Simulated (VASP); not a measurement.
Wanted: the native input for a VASP 6.6.1 run.

| Item | Value |
| --- | --- |
| Task | single point |
| Functional | PBEsol |
| Potentials or basis | VASP PAW PBE potentials, release 64 (Pb_d, F) |
| Cutoff | 520 eV |
| k mesh | 6 × 6 × 6 |
| Occupations | gaussian, width 0.01 eV |
| Spin | no spin polarisation |
| Dipole correction | no |
| Further INCAR settings | ALGO = Normal; EDIFF = 1e-06; NBANDS = 21 |

The structure of PbF2 lies in POSCAR:

```
PbF2
1.0
    0.0000000000      2.9037536273      2.9037536273
    2.9037536273      0.0000000000      2.9037536273
    2.9037536273      2.9037536273      0.0000000000
Pb F
1 2
Direct
    0.0000000000      0.0000000000      0.0000000000
    0.2500000000      0.2500000000      0.2500000000
    0.7500000000      0.7500000000      0.7500000000
```

One way to write it, as run:

INCAR

```
SYSTEM = PbF2
  PREC = Accurate
  ENCUT = 520
  EDIFF = 1E-6
  ISMEAR = 0
  SIGMA = 0.01
  LREAL = .FALSE.
  LASPH = .TRUE.
  NELM = 80
  ALGO = Normal
  ISIF = 2
  LWAVE = .FALSE.
  LCHARG = .FALSE.
  GGA = PS
  NBANDS = 21
```

KPOINTS

```
Automatic mesh
0
G
  6 6 6
  0 0 0
```

Potentials or basis: VASP PAW PBE potentials, release 64 (Pb_d, F).

Run with:

```bash
$ cat potpaw_PBE.64/Pb_d/POTCAR potpaw_PBE.64/F/POTCAR > POTCAR
$ mpirun -np 1 vasp_std > vasp.out
```

It gave:

* Pressure: 3.8 GPa
* Band gap on the k mesh: 4.31 eV (least direct gap 4.44 eV)

Caveat: the cell stands under pressure; the PAW data sets were made with another functional, which shifts forces and pressure a little; spin-orbit coupling is left out, which moves the levels of the heavy elements.

Wall time 20 s on 1 thread of Intel Xeon 8259CL (shared host), peak memory 0.18 GiB.
